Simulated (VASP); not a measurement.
A run of VASP 6.6.1 is set up as follows.

The input INCAR:

```
SYSTEM = Ta3TeH2
  PREC = Accurate
  ENCUT = 520
  EDIFF = 1E-6
  ISMEAR = 0
  SIGMA = 0.1
  LREAL = .FALSE.
  LASPH = .TRUE.
  NELM = 60
  ALGO = Normal
  ISIF = 2
  LWAVE = .FALSE.
  LCHARG = .TRUE.
  GGA = PE
  LELF = .TRUE.
  LVHAR = .TRUE.
  NBANDS = 30
```

Contents of KPOINTS:

```
Automatic mesh
0
G
  6 6 2
  0 0 0
```

File POSCAR:

```
Ta3TeH2
1.0
    3.2726280381      0.0000000000      0.0000000000
   -1.6363140190      2.8341790181      0.0000000000
    0.0000000000      0.0000000000      8.8829077401
Ta Te H
3 1 2
Direct
    0.6666666667      0.3333333333      0.7512273864
    0.0000000000      0.0000000000      0.0000000000
    0.3333333333      0.6666666667      0.2487726136
    0.0000000000      0.0000000000      0.5000000000
    0.3333333333      0.6666666667      0.8589603596
    0.6666666667      0.3333333333      0.1410396404
```

Potentials or basis: VASP PAW PBE potentials, release 64 (Ta_pv, Te, H).

Command:

```console
$ cat potpaw_PBE.64/Ta_pv/POTCAR potpaw_PBE.64/Te/POTCAR potpaw_PBE.64/H/POTCAR > POTCAR
$ mpirun -np 1 vasp_std > vasp.out
```

**Question.** Predict the largest force.

**Answer.** 0.014 eV/Å.

**Question.** Estimate the pressure.

**Answer.** 0.0 GPa.

Forces in eV/Å, atoms in the order of the input:
```
Ta   0.000  0.000  0.008
Ta   0.000  0.000  0.000
Ta   0.000  0.000 -0.008
Te   0.000  0.000  0.000
H    0.000  0.000 -0.014
H    0.000  0.000  0.014
```

Caveat: the k points lie up to 0.37 Å⁻¹ apart.
